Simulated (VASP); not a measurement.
# InSb3 (I4/mmm) in VASP: notebook

Runs on InSb3. Level: PBEsol+D3(BJ). Tasks: single point.

Everything below comes from runs of VASP 6.6.1. Logs are shortened: lines on timing, memory, paths and dates and some standing lists are left out, and cuts for length are marked.

## Step 1: The cell of the first run

Symmetry: I4/mmm, No. 139, tetragonal system. Conventional cell: a = 5.250 Å, b = 5.250 Å, c = 7.127 Å, α = 90.00°, β = 90.00°, γ = 90.00°. In (site symmetry 4/mmm) has 14 Sb at 3.17 to 3.71 Å within 4.2 Å. Within 4.2 Å of Sb (site symmetry -4m2) lie 4 In at 3.17 Å and 10 Sb at 3.17 to 3.71 Å. Sb (site symmetry 4/mmm) has 8 Sb at 3.17 Å and 6 In at 3.56 to 3.71 Å within 4.2 Å.

## Step 2: Single point, PBEsol+D3(BJ)

File INCAR:

```
PREC     = Accurate       # precision mode
ENCUT    = 520            # plane-wave cutoff, eV
EDIFF    = 1E-6           # SCF threshold, eV
ISMEAR   = 0              # smearing method
SIGMA    = 0.15           # smearing width, eV
LREAL    = F              # projectors in reciprocal space
LASPH    = T              # aspherical terms in the spheres
NELM     = 80             # most SCF steps
ALGO     = Normal         # electronic algorithm
ISIF     = 2              # what is computed and relaxed
LWAVE    = F              # write WAVECAR
LCHARG   = F              # write CHGCAR
GGA      = PS             # functional
IVDW     = 12             # dispersion correction
NBANDS   = 22             # bands
```

File KPOINTS:

```
Automatic mesh
0
Gamma
  12 12 12
```

File POSCAR:

```
InSb3
1.0
    0.0000000000      3.7122379296      3.5637484124
    3.7122379296      0.0000000000      3.5637484124
    3.7122379296      3.7122379296      0.0000000000
In Sb
1 3
Direct
    0.0000000000      0.0000000000      0.0000000000
    0.2500000000      0.2500000000      0.2500000000
    0.7500000000      0.7500000000      0.7500000000
    0.5000000000      0.5000000000      0.5000000000
```

Potentials or basis: VASP PAW PBE potentials, release 64 (In_d, Sb).

On the command line:

```
> cat potpaw_PBE.64/In_d/POTCAR potpaw_PBE.64/Sb/POTCAR > POTCAR
> mpirun -np 1 vasp_std > vasp.out
```

OUTCAR:

```text
PREC = Accurate
   ENCUT = 520
   EDIFF = 1E-6
   ISMEAR = 0
   LREAL = F
   LASPH = T
   NELM = 80
   ISIF = 2
   GGA = PS
   IVDW = 12
 IVDW          = 12

 ion  position               nearest neighbor table
   1  0.000  0.000  0.000-   3 3.17   3 3.17   3 3.17   2 3.17   3 3.17   2 3.17   2 3.17   2 3.17
                             4 3.56   4 3.56   4 3.71   4 3.71   4 3.71   4 3.71
   2  0.250  0.250  0.250-   1 3.17   1 3.17   1 3.17   1 3.17   4 3.17   4 3.17   4 3.17   4 3.17
                             3 3.56   3 3.56   3 3.71   3 3.71   3 3.71   3 3.71
   3  0.750  0.750  0.750-   4 3.17   4 3.17   4 3.17   1 3.17   4 3.17   1 3.17   1 3.17   1 3.17
                             2 3.56   2 3.56   2 3.71   2 3.71   2 3.71   2 3.71
   4  0.500  0.500  0.500-   2 3.17   2 3.17   2 3.17   2 3.17   3 3.17   3 3.17   3 3.17   3 3.17
                             1 3.56   1 3.56   1 3.71   1 3.71   1 3.71   1 3.71

  LATTYP: Found a body centered tetragonal cell.
 ALAT       =     5.2498972268
 C/A-ratio  =     1.3576450199

  Lattice vectors:

 A1 = (   0.0000000000,  -3.7122379296,  -3.5637484124)
 A2 = (   0.0000000000,   3.7122379296,  -3.5637484124)
 A3 = (   3.7122379296,   0.0000000000,   3.5637484124)

Analysis of symmetry for initial positions (statically):
=====================================================================
 Subroutine PRICEL returns:
 Original cell was already a primitive cell.

 Routine SETGRP: Setting up the symmetry group for a
 body centered tetragonal supercell.

 Subroutine GETGRP returns: Found 16 space group operations
 (whereof 16 operations were pure point group operations)
 out of a pool of 16 trial point group operations.

The static configuration has the point symmetry D_4h.

Analysis of symmetry for dynamics (positions and initial velocities):
=====================================================================
 Subroutine PRICEL returns:
 Original cell was already a primitive cell.

 Routine SETGRP: Setting up the symmetry group for a
 body centered tetragonal supercell.

 Subroutine GETGRP returns: Found 16 space group operations
 (whereof 16 operations were pure point group operations)
 out of a pool of 16 trial point group operations.

The dynamic configuration has the point symmetry D_4h.

 Subroutine INISYM returns: Found 16 space group operations
 (whereof 16 operations are pure point group operations),
 and found     1 'primitive' translations

----------------------------------------------------------------------------------------

                                     Primitive cell

  volume of cell :      98.2220

  direct lattice vectors                    reciprocal lattice vectors
     0.000000000  3.712237930  3.563748412    -0.134689643  0.134689643  0.140301711
     3.712237930  0.000000000  3.563748412     0.134689643 -0.134689643  0.140301711
     3.712237930  3.712237930  0.000000000     0.134689643  0.134689643 -0.140301711

  length of vectors
     5.145970578  5.145970578  5.249897227     0.236573815  0.236573815  0.236573815

  position of ions in fractional coordinates (direct lattice)
     0.000000000  0.000000000  0.000000000
     0.250000000  0.250000000  0.250000000
     0.750000000  0.750000000  0.750000000
     0.500000000  0.500000000  0.500000000

  ion indices of the primitive-cell ions
   primitive index   ion index
                 1           1
                 2           2
                 3           3
                 4           4

----------------------------------------------------------------------------------------

 KPOINTS: Automatic mesh

Automatic generation of k-mesh.
 Grid dimensions read from file:
 generate k-points for:   12   12   12

 Generating k-lattice:

  Cartesian coordinates                     Fractional coordinates (reciprocal lattice)
    -0.011224137  0.011224137  0.011691809     0.083333333 -0.000000000  0.000000000
     0.011224137 -0.011224137  0.011691809    -0.000000000  0.083333333  0.000000000
     0.011224137  0.011224137 -0.011691809     0.000000000  0.000000000  0.083333333

  Length of vectors
     0.019714485  0.019714485  0.019714485

  Shift w.r.t. Gamma in fractional coordinates (k-lattice)
     0.000000000  0.000000000  0.000000000

 Subroutine IBZKPT returns following result:
 ===========================================

 Found    163 irreducible k-points:

 Following reciprocal coordinates:
            Coordinates               Weight
  0.000000  0.000000  0.000000      1.000000
  0.083333 -0.000000  0.000000      8.000000
  0.166667 -0.000000  0.000000      8.000000
  0.250000 -0.000000  0.000000      8.000000
  0.333333 -0.000000  0.000000      8.000000
  0.416667 -0.000000  0.000000      8.000000
[... 16 lines left out ...]
  0.500000  0.166667  0.000000      8.000000
 -0.416667  0.166667  0.000000      8.000000
 [... further k-points ...]
   k-points           NKPTS =    163   k-points in BZ     NKDIM =    163   number of bands    NBANDS=     22
   number of dos      NEDOS =    301   number of ions     NIONS =      4
   total plane-waves  NPLWV =  64000
   dimension x,y,z NGX =    40 NGY =   40 NGZ =   40
   dimension x,y,z NGXF=    80 NGYF=   80 NGZF=   80
   ions per type =               1   3
   NGX,Y,Z   is equivalent  to a cutoff of  12.92, 12.92, 12.67 a.u.
   NGXF,Y,Z  is equivalent  to a cutoff of  25.84, 25.84, 25.33 a.u.
 SYSTEM =  unknown system
   PREC   = accura    normal or accurate (medium, high low for compatibility)
   ISTART =      0    job   : 0-new  1-cont  2-samecut
   ICHARG =      2    charge: 1-file 2-atom 10-const
   ISPIN  =      1    spin polarized calculation?
   LNONCOLLINEAR =      F non collinear calculations
   LSORBIT =      F    spin-orbit coupling
   LASPH  =      T    aspherical Exc in radial PAW
   ENCUT  =  520.0 eV  38.22 Ry    6.18 a.u.   9.57  9.57  9.76*2*pi/ulx,y,z
   NELM   =     80;   NELMIN=  2; NELMDL= -5     # of ELM steps
   EDIFF  = 0.1E-05   stopping-criterion for ELM
   LREAL  =      F    real-space projection
   EDIFFG = 0.1E-04   stopping-criterion for IOM
   NSW    =      0    number of steps for IOM
   IBRION =     -1    ionic relax: 0-MD 1-quasi-New 2-CG
   NFREE  =      0    steps in history (QN), initial steepest desc. (CG)
   ISIF   =      2    stress and relaxation
   ISYM   =      2    0-nonsym 1-usesym 2-fastsym
   POTIM  = 0.5000    time-step for ionic-motion
   TEBEG  =    0.0;   TEEND  =   0.0 temperature during run
   PSTRESS=    0.0 pullay stress
   NELECT =      28.0000    total number of electrons
   NUPDOWN=      -1.0000    fix difference up-down
   EMIN   =  10.00;   EMAX   =-10.00  energy-range for DOS
   EFERMI =   0.00;   METHOD = LEGACY
   ISMEAR =     0;   SIGMA  =   0.15  broadening in eV -4-tet -1-fermi 0-gaus
   EFERMI_NEDOS =   21; number of points for ismear=-14 and -15
   IALGO  =     38    algorithm
   IMIX   =      4    mixing-type and parameters
     AMIX     =   0.40;   BMIX     =  1.00
     AMIX_MAG =   1.60;   BMIX_MAG =  1.00
  volume/ion in A,a.u.               =      24.56       165.71
  Fermi-wavevector in a.u.,A,eV,Ry     =   1.077436  2.036058 15.794559  1.160867
  Thomas-Fermi vector in A             =   2.213347
   LORBIT       =      0    0 simple, 1 ext, 2 COOP (PROOUT), +10 PAW based schemes
   GGA     = PS    functional components
   LHFCALC =     F    Hartree Fock is set to
   AEXX    =    0.0000 exact exchange contribution
   IVDW    =    12    specifies the selected vdW correction
   LEPSILON=     F    determine dielectric tensor
   LRPA    =     F    only Hartree local field effects (RPA)
 non-spin polarized calculation
 Gauss-broadening in eV      SIGMA  =   0.15
  energy-cutoff  :      520.00
  volume of cell :       98.22
 maximum number of plane-waves:      2669
 NGX is ok and might be reduce to    40
   NGX = 19   NGY = 19   NGZ = 19

 number of electron      28.0000003 magnetization

 Free energy of the ion-electron system (eV)
  ---------------------------------------------------
  ext. energy  EPLUGINS =         0.00000000
  ---------------------------------------------------
  free energy    TOTEN  =       -16.09081855 eV

  energy without entropy =      -16.06978742  energy(sigma->0) =      -16.08030298

 E-fermi :   9.1498     XC(G=0): -10.7304

 val. band max:        9.1358656676   @ k =  -0.2500   0.0833   0.2500
 cond. band min:       9.1644500148   @ k =   0.4167   0.4167   0.0000
 fundamental gap:      0.0285843472
 Fermi energy:         9.1498387159

 k-point     1 :       0.0000    0.0000    0.0000
  band No.  band energies     occupation
      1      -5.3205      2.00000
      2      -5.3205      2.00000
      3      -5.3178      2.00000
      4      -5.2776      2.00000
      5      -5.2694      2.00000
      6      -3.8516      2.00000
[... 14 lines left out ...]
     21      16.6908      0.00000
     22      16.6909      0.00000

 k-point     2 :       0.0833   -0.0000    0.0000
  band No.  band energies     occupation
      1      -5.3216      2.00000
      2      -5.3198      2.00000
      3      -5.3176      2.00000
      4      -5.2779      2.00000
      5      -5.2695      2.00000
      6      -3.7941      2.00000
[... 14 lines left out ...]
     21      16.1661      0.00000
     22      16.5823      0.00000

 k-point     3 :       0.1667   -0.0000    0.0000
  band No.  band energies     occupation
      1      -5.3260      2.00000
      2      -5.3179      2.00000
      3      -5.3160      2.00000
      4      -5.2787      2.00000
      5      -5.2699      2.00000
      6      -3.6219      2.00000
[... 14 lines left out ...]
     21      14.9548      0.00000
     22      16.1055      0.00000

 k-point     4 :       0.2500   -0.0000    0.0000
  band No.  band energies     occupation
      1      -5.3330      2.00000
      2      -5.3155      2.00000
      3      -5.3137      2.00000
      4      -5.2796      2.00000
      5      -5.2703      2.00000
      6      -3.3368      2.00000
[... 14 lines left out ...]
     21      14.6111      0.00000
     22      15.1847      0.00000

 k-point     5 :       0.3333   -0.0000    0.0000
  band No.  band energies     occupation
      1      -5.3407      2.00000
      2      -5.3134      2.00000
      3      -5.3117      2.00000
      4      -5.2801      2.00000
      5      -5.2703      2.00000
      6      -2.9467      2.00000
[... 14 lines left out ...]
     21      14.2421      0.00000
     22      15.2453      0.00000

 k-point     6 :       0.4167   -0.0000    0.0000
  band No.  band energies     occupation
      1      -5.3466      2.00000
      2      -5.3121      2.00000
      3      -5.3105      2.00000
      4      -5.2803      2.00000
      5      -5.2702      2.00000
      6      -2.4853      2.00000
[... 14 lines left out ...]
     21      14.9340      0.00000
     22      16.4163      0.00000

 k-point     7 :       0.5000   -0.0000    0.0000
  band No.  band energies     occupation
      1      -5.3488      2.00000
      2      -5.3117      2.00000
      3      -5.3101      2.00000
      4      -5.2803      2.00000
      5      -5.2700      2.00000
      6      -2.1741      2.00000
[... 324 lines left out ...]
      6      -3.3095      2.00000
[... 14 lines left out ...]
     21      14.8940      0.00000
     22      15.3956      0.00000

 k-point    21 :       0.3333    0.1667    0.0000
  band No.  band energies     occupation
      1      -5.3395      2.00000
      2      -5.3132      2.00000
      3      -5.3107      2.00000
      4      -5.2871      2.00000
      5      -5.2677      2.00000
      6      -2.9804      2.00000
[... 14 lines left out ...]
     21      14.0410      0.00000
     22      15.2469      0.00000

 k-point    22 :       0.4167    0.1667    0.0000
  band No.  band energies     occupation
      1      -5.3431      2.00000
      2      -5.3138      2.00000
      3      -5.3090      2.00000
      4      -5.2881      2.00000
      5      -5.2681      2.00000
      6      -2.5539      2.00000
[... 14 lines left out ...]
     21      14.8099      0.00000
     22      14.8772      0.00000

 k-point    23 :       0.5000    0.1667    0.0000
  band No.  band energies     occupation
      1      -5.3443      2.00000
      2      -5.3153      2.00000
      3      -5.3082      2.00000
      4      -5.2878      2.00000
      5      -5.2690      2.00000
      6      -2.0939      2.00000
[... 14 lines left out ...]
     21      15.1575      0.00000
     22      16.0144      0.00000

 k-point    24 :      -0.4167    0.1667    0.0000
  band No.  band energies     occupation
      1      -5.3426      2.00000
      2      -5.3169      2.00000
      3      -5.3085      2.00000
      4      -5.2863      2.00000
      5      -5.2704      2.00000
      6      -2.0275      2.00000
[... 14 lines left out ...]
     21      15.0941      0.00000
     22      17.2751      0.00000

 [... further k-points ...]

------------------------ aborting loop because EDIFF is reached ----------------------------------------

 Edisp (eV)   -2.04498

 E8    (eV) :    -1.4209

  FORCE on cell =-STRESS in cart. coord.  units (eV):
  Direction    XX          YY          ZZ          XY          YZ          ZX
  --------------------------------------------------------------------------------------
  -------------------------------------------------------------------------------------
  Total       0.08506     0.08506     0.50471     0.00000     0.00000     0.00000
  in kB       1.38750     1.38750     8.23276     0.00000     0.00000     0.00000
  external pressure =        3.67 kB  Pullay stress =        0.00 kB

 VOLUME and BASIS-vectors are now :
 -----------------------------------------------------------------------------
  energy-cutoff  :      520.00
  volume of cell :       98.22
      direct lattice vectors                 reciprocal lattice vectors
     0.000000000  3.712237930  3.563748412    -0.134689643  0.134689643  0.140301711
     3.712237930  0.000000000  3.563748412     0.134689643 -0.134689643  0.140301711
     3.712237930  3.712237930  0.000000000     0.134689643  0.134689643 -0.140301711

 POSITION                                       TOTAL-FORCE (eV/Angst)
 -----------------------------------------------------------------------------------
      0.00000      0.00000      0.00000         0.000000     -0.000000      0.000000
      1.85612      1.85612      1.78187        -0.000000     -0.000000      0.000000
      5.56836      5.56836      5.34562         0.000000      0.000000     -0.000000
      3.71224      3.71224      3.56375         0.000000     -0.000000      0.000000
 -----------------------------------------------------------------------------------
    total drift:                               -0.000000      0.000000      0.000000

  FREE ENERGIE OF THE ION-ELECTRON SYSTEM (eV)
  ---------------------------------------------------
  free  energy   TOTEN  =       -18.1358030822 eV

  energy  without entropy=      -18.1147719554  energy(sigma->0) =      -18.12528752
```

It took 2.3 min on 1 thread of Intel Xeon 6975P-C (Granite Rapids), shared host; peak memory 0.48 GiB.

What came out:

```yaml
Free_energy: -18.1358 eV
Pressure: 0.4 GPa
Band_gap_on_the_k_mesh: zero (band 14 reaches 10.71 eV, above the bottom of band 15 at 7.15 eV)
Dispersion_energy_per_atom: -0.511 eV
```

Levels at points of the mesh, in eV from the Fermi level:
```
           k point  band 10  band 11  band 12  band 13  band 14  band 15  band 16  band 17  band 18  band 19
(0.00, 0.00, 0.00)    -2.69    -2.69    -2.64    -2.64    -2.61    -1.91    -0.97    -0.97    -0.46     3.20
(0.50, 0.00, 0.00)    -3.86    -3.64    -3.02    -2.85     0.02     0.19     1.97     2.35     2.97     3.34
(0.50, 0.50, 0.00)    -5.71    -5.71     0.54     1.01     1.01     1.45     1.98     1.98     2.40     4.82
(0.50, 0.00, 0.50)    -5.63    -5.57     0.80     0.80     1.53     1.70     1.85     1.90     2.40     4.37
```

Caveat: the PAW data sets were made with another functional, which shifts forces and pressure a little; spin-orbit coupling is left out, which moves the levels of the heavy elements; pairwise dispersion overbinds metals, which lowers pressure and volume.

(Continued in part 2 of 2.)
